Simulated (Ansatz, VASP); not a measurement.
One calculation of NbN, two programs

```
Nb N
1.0
     0.00000    2.18716    2.18716
     2.18716    0.00000    2.18716
     2.18716    2.18716    0.00000
Nb N
1 1
Cartesian
  2.1872 2.1872 2.1872
  0.0000 0.0000 0.0000
```

Change from the starting cell: volume scaled by 0.99, crystal datasets.

Alike in both runs: task electric field gradients; functional PBEsol; k mesh 14 × 14 × 14; occupations fermi-dirac, width 0.08 eV; no spin polarisation.

```csv
,VASP,Ansatz
version,VASP 6.6.1,Ansatz 0.2.0
potentials or method,"VASP PAW PBE potentials, release 64 (Nb_sv, N), cutoff 520 eV","all-electron PAW with datasets made for the crystal, scalar-relativistic"
```

|  | VASP | Ansatz | Ansatz less VASP |
| --- | --- | --- | --- |
| pressure (GPa) | 1.0 | 1.4 | +0.45 |

VASP's potentials were made for PBE, not for PBEsol. Ansatz ran all-electron here, and VASP with PAW potentials.
